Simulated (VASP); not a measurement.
Set up this calculation in VASP 6.6.1, as the native input.

- Task: single point
- Functional: PBE
- Potentials or basis: VASP PAW PBE potentials, release 64 (Mn_pv, O)
- Cutoff: 520 eV
- k mesh: 10 × 10 × 10
- Occupations: gaussian, width 0.011 eV
- Spin: collinear spin, ferromagnetic start
- Starting moments: [4.0, 0.0] μB
- Dipole correction: no
- Further INCAR settings: ALGO = Normal; EDIFF = 1e-06; NBANDS = 20

The structure of MnO lies in POSCAR:

```
MnO
1.0
    0.0000000000      2.2220003300      2.2220003300
    2.2220003300      0.0000000000      2.2220003300
    2.2220003300      2.2220003300      0.0000000000
Mn O
1 1
Direct
    0.0000000000      0.0000000000      0.0000000000
    0.5000000000      0.5000000000      0.5000000000
```

The input as run:

INCAR

```
PREC = Accurate
ENCUT = 520
EDIFF = 1E-6
ISMEAR = 0
SIGMA = 0.011
LREAL = False
LASPH = True
NELM = 150
ALGO = Normal
ISIF = 2
LWAVE = False
LCHARG = False
ISPIN = 2
MAGMOM = 4 0
LORBIT = 11
LMAXMIX = 4
GGA = PE
NBANDS = 20
```

KPOINTS

```
regular mesh
0
Gamma
  10 10 10
```

Potentials or basis: VASP PAW PBE potentials, release 64 (Mn_pv, O).

Launch:

```bash
$ cat potpaw_PBE.64/Mn_pv/POTCAR potpaw_PBE.64/O/POTCAR > POTCAR
$ mpirun -np 1 vasp_std > vasp.out
```

It gave:

- Pressure: 0.8 GPa
- Net moment: 4.80 μB per cell
- Site moments: Mn +4.35; O +0.21 μB
- Valence electrons inside the program's atomic spheres: Mn 11.36; O 4.98

Caveat: a cell with one magnetic atom can't hold antiferromagnetic order, which such compounds often take.

Wall time 14 s on 1 thread of Intel(R) Xeon(R) 6975P-C (Granite Rapids), on a shared host, peak memory 0.16 GiB.
